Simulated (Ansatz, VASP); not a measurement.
## GePt: VASP beside Ansatz

```
Ge Pt
1.0
     0.00000    2.60872    2.60872
     2.60872    0.00000    2.60872
     2.60872    2.60872    0.00000
Ge Pt
1 1
Cartesian
  2.6087 2.6087 2.6087
  0.0000 0.0000 0.0000
```

Alike in both runs: functional PBE; k mesh 6 × 6 × 6; occupations gaussian, width 0.2 eV; no spin polarisation.

Ansatz relaxed the structure, and its values are those at the end. VASP's run is a single point on that final structure, the one shown.

```csv
,VASP,Ansatz
version,VASP 6.6.1,Ansatz 0.2.0
potentials or method,"VASP PAW PBE potentials, release 64 (Ge_d, Pt), cutoff 500 eV","scalar-relativistic, plane waves, PAW"
valence electrons in the cell,24,32
```

Ansatz gave:

- gap on the k mesh at the Fermi level (eV): none
- pressure (GPa): -0.6

Problem. Estimate VASP's values.

Solution. gap on the k mesh at the Fermi level (eV): none; pressure (GPa): -0.7.

A gap of «none» marks a metal or a gap that the smearing closes. VASP's potentials hold 24 valence electrons a cell and Ansatz's 32, so a difference there can come from the potentials and not from the codes.

Spin-orbit coupling is off throughout.
